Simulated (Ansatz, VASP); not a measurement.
## One calculation of InP, two programs

The input INCAR:

```
SYSTEM = InP
PREC     = Accurate       ! precision mode
ENCUT    = 500            ! plane-wave cutoff, eV
EDIFF    = 1E-6           ! SCF threshold, eV
ISMEAR   = 0              ! smearing method
SIGMA    = 0.05           ! smearing width, eV
LREAL    = .FALSE.        ! projectors in reciprocal space
LASPH    = .TRUE.         ! aspherical terms in the spheres
NELM     = 120            ! most SCF steps
ALGO     = Normal         ! electronic algorithm
ISIF     = 2              ! what is computed and relaxed
LWAVE    = .FALSE.        ! write WAVECAR
LCHARG   = .FALSE.        ! write CHGCAR
NBANDS   = 16             ! bands
GGA_COMPAT= .FALSE.
```

File KPOINTS:

```
Automatic mesh
0
G
  4 4 4
  0 0 0
```

Contents of POSCAR:

```
InP
1.0
    0.0000000000      2.8832256042      3.0273868844
    2.8832256042      0.0000000000      3.0273868844
    2.8832256042      2.8832256042      0.0000000000
In P
1 1
Direct
    0.0000000000      0.0000000000      0.0000000000
    0.7500000000      0.7500000000      0.7500000000
```

Input for Ansatz:

```yaml
crystal:
  lattice:
    - [0.0, 2.8832256042, 3.0273868844]
    - [2.8832256042, 0.0, 3.0273868844]
    - [2.8832256042, 2.8832256042, 0.0]
  atoms:
    - { symbol: In, position: [0.0, 0.0, 0.0] }
    - { symbol: P, position: [0.75, 0.75, 0.75] }
basis:
  ecutwfc: 420
kpoints:
  mp_grid: { grid: [4, 4, 4] }
hamiltonian:
  xc: lda
scf:
  occupations: { method: gaussian, width: 0.05 }
output:
  forces: true
  stress: true
  eigenvalues: true
```

Alike in both runs: task single point; functional LDA; k mesh 4 × 4 × 4; occupations gaussian, width 0.05 eV; no spin polarisation.

|  | VASP | Ansatz |
| --- | --- | --- |
| version | VASP 6.6.1 | Ansatz 0.2.0 |
| potentials or method | VASP PAW LDA potentials, release 64 (In_d, P), cutoff 500 eV | scalar-relativistic, plane waves, PAW |
| valence electrons in the cell | 18 | 18 |

```csv
,VASP,Ansatz,Ansatz less VASP
gap on the k mesh at the Fermi level (eV),0.39,0.36,-0.029
least direct gap on the mesh (eV),0.39,0.36,-0.029
pressure (GPa),-1.1,-1.1,-0.02
"traceless stress, the component that is largest in VASP (GPa)",-1.62,-1.62,-0.002
```

LDA's correlation is that of Perdew and Zunger in VASP and of Perdew and Wang (1992) in Ansatz.

The k mesh is coarse, so the values compare programs but aren't converged.
